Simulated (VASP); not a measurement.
Wanted: the native input for a VASP 6.6.1 run.

| Property | Result |
| --- | --- |
| Task | single point |
| Functional | PBEsol |
| Potentials or basis | VASP PAW PBE potentials, release 64 (Sr_sv, Ca_sv, Ti_sv, O) |
| Cutoff | 520 eV |
| k mesh | 1 × 1 × 1, shifted |
| Occupations | fermi-dirac, width 0.05 eV |
| Spin | no spin polarisation |
| Dipole correction | no |
| Further INCAR settings | LREAL = Auto; ALGO = Normal; EDIFF = 1e-06; NBANDS = 178; ISYM = 0 |

The structure of Sr8CaTi6O24 (a cell with a defect) lies in POSCAR:

```
Sr8CaTi6O24
1.0
    7.7828210000      0.0000000000      0.0000000000
    0.0000000000      7.7828210000      0.0000000000
    0.0000000000      0.0000000000      7.7828210000
Sr Ca Ti O
8 1 6 24
Direct
    0.9931870000      0.9811300000      0.9865510000
    0.9796680000      0.9788830000      0.5183840000
    0.9895780000      0.5175120000      0.9878650000
    0.9802740000      0.5067620000      0.5138620000
    0.5134200000      0.9771210000      0.9831580000
    0.5182490000      0.9817570000      0.5188320000
    0.5112600000      0.5107060000      0.9815790000
    0.5135910000      0.5009710000      0.5088390000
    0.2475770000      0.2537850000      0.2515520000
    0.2504010000      0.2417560000      0.7449030000
    0.2522740000      0.7532970000      0.2507510000
    0.2499570000      0.7465090000      0.7473000000
    0.7492430000      0.2444000000      0.2452560000
    0.7550260000      0.2472080000      0.7551260000
    0.7468730000      0.7469050000      0.2497370000
    0.2357210000      0.3068180000      0.9764280000
    0.3146820000      0.2287730000      0.5192900000
    0.2567690000      0.7189940000      0.9922470000
    0.2473980000      0.7868660000      0.4942710000
    0.7925070000      0.2425340000      0.0059560000
    0.7209780000      0.2467480000      0.5095120000
    0.7501940000      0.7507780000      0.0090370000
    0.7529720000      0.7401570000      0.4901050000
    0.9768930000      0.2245250000      0.3161930000
    0.0034190000      0.2444740000      0.7203450000
    0.9928930000      0.7845780000      0.2487800000
    0.0102150000      0.7508630000      0.7494190000
    0.5212870000      0.3098090000      0.2299360000
    0.5051060000      0.2407630000      0.7879530000
    0.4967950000      0.7225220000      0.2533360000
    0.4914670000      0.7517640000      0.7377110000
    0.2621900000      0.9841080000      0.1860140000
    0.2481000000      0.9989070000      0.7769620000
    0.1872390000      0.5269590000      0.2712210000
    0.2497180000      0.5021210000      0.7141110000
    0.7127780000      0.0006620000      0.2525880000
    0.7509730000      0.0034630000      0.7563310000
    0.7795850000      0.5016150000      0.2458440000
    0.7456970000      0.4847010000      0.7589150000
```

The input as run:

INCAR

```
  ALGO = Normal
  EDIFF = 1E-6
  ENCUT = 520
  GGA = PS
  ISIF = 2
  ISMEAR = -1
  ISYM = 0
  LASPH = T
  LCHARG = T
  LELF = T
  LREAL = Auto
  LVHAR = T
  LWAVE = F
  NBANDS = 178
  NELM = 60
  PREC = Accurate
  SIGMA = 0.05
```

KPOINTS

```
Automatic mesh
0
Gamma
  1 1 1
  0.25 0.25 0.25
```

Potentials or basis: VASP PAW PBE potentials, release 64 (Sr_sv, Ca_sv, Ti_sv, O).

Command:

```sh
$ cat potpaw_PBE.64/Sr_sv/POTCAR potpaw_PBE.64/Ca_sv/POTCAR potpaw_PBE.64/Ti_sv/POTCAR potpaw_PBE.64/O/POTCAR > POTCAR
$ mpirun -np 1 vasp_std > vasp.out
```

Results of the run:

```yaml
Pressure: 6.8 GPa
Largest_force: 0.278 eV/Å
Band_gap_on_the_k_mesh: 0.03 eV
```

Caveat: semilocal functionals underestimate gaps, and a narrow one can read as zero; the PAW data sets were made with another functional, which shifts forces and pressure a little.

Run time: 21 min on 1 thread of Intel(R) Xeon(R) Platinum 8259CL CPU @ 2.50GHz (Skylake/Cascade Lake), with other jobs on the host, peak memory 0.64 GiB.
